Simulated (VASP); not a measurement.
The system is KBr.

```
K Br
1.0
     0.00000    3.68830    3.68830
     3.68830    0.00000    3.68830
     3.68830    3.68830    0.00000
K Br
1 1
Direct
  0.00000 0.00000 0.00000
  0.25000 0.25000 0.25000
```

Base run:

| Quantity | Value |
| --- | --- |
| Program | VASP 6.6.1 |
| Functional | r2SCAN |
| Potentials or basis | VASP PAW PBE potentials, release 64 (K_sv, Br) |
| Cutoff | 520 eV |
| k mesh | 6 × 6 × 6 |
| Occupations | gaussian, width 0.01 eV |
| Spin | no spin polarisation |

Its results: band gap on the k mesh 4.84 eV (least direct gap 4.86 eV); pressure 0.0 GPa.

Problem. The run is repeated on the same cell with these changes: functional from r2SCAN to PBE. What comes out?

Solution. Band gap on the k mesh 4.28 eV (least direct gap 4.30 eV); pressure 0.3 GPa.

Caveats: the structure was generated, so it needn't be the stable form of KBr; the PAW data sets were made with another functional, which shifts forces and pressure a little (at least some runs).

A k mesh can miss the band edges.
